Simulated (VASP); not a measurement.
The system is NaCl.

```
CELL_PARAMETERS angstrom
0.00000 2.87813 2.87813
2.87813 0.00000 2.87813
2.87813 2.87813 0.00000
ATOMIC_POSITIONS crystal
Na 0.00000 0.00000 0.00000
Cl 0.50000 0.50000 0.50000
```

This cell differs from its parent crystal: strain +2.7%.

Base run:

| Quantity | Value |
| --- | --- |
| Program | VASP 6.6.1 |
| Functional | r2SCAN |
| Potentials or basis | VASP PAW PBE potentials, release 64 (Na_pv, Cl) |
| Cutoff | 520 eV |
| k mesh | 8 × 8 × 8 |
| Occupations | gaussian, width 0.01 eV |
| Spin | no spin polarisation |

Its results: band gap on the k mesh 5.68 eV; pressure -2.0 GPa.

The run is repeated on the same cell with these changes: functional from r2SCAN to PBE; k mesh from 8 × 8 × 8 to 4 × 4 × 4. What comes out?

Band gap on the k mesh 4.88 eV; pressure -0.7 GPa.

Several settings changed at once.

Caveats: some runs use coarse meshes; the PAW data sets were made with another functional, which shifts forces and pressure a little (at least some runs).

A k mesh can miss the band edges.
